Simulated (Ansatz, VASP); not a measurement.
GaAs in VASP and in Ansatz

```
Ga As
1.0
     0.00000    2.83264    2.83264
     2.83264    0.00000    2.83264
     2.83264    2.83264    0.00000
Ga As
1 1
Direct
  0.00000 0.00000 0.00000
  0.25000 0.25000 0.25000
```

Alike in both runs: functional r2SCAN; k mesh 8 × 8 × 8; occupations fermi-dirac, width 0.02 eV; no spin polarisation.

Ansatz relaxed the structure, and its values are those at the end. VASP's run is a single point on that final structure, the one shown.

```csv
,VASP,Ansatz
version,VASP 6.6.1,Ansatz 0.2.0
potentials or method,"VASP PAW PBE potentials, release 64 (Ga_d, As), cutoff 520 eV",PAW plane waves
valence electrons in the cell,18,28
```

```tsv
	VASP	Ansatz	Ansatz less VASP
gap on the k mesh at the Fermi level (eV)	0.95	0.97	+0.023
pressure (GPa)	0.2	0.0	-0.16
```

VASP's potentials were made for PBE, not for r2SCAN. The functional is the same, so the differences come from potentials, cutoffs and numerics. VASP's potentials hold 18 valence electrons a cell and Ansatz's 28, so a difference there can come from the potentials and not from the codes. Ansatz's warnings: stress scf threshold loose.
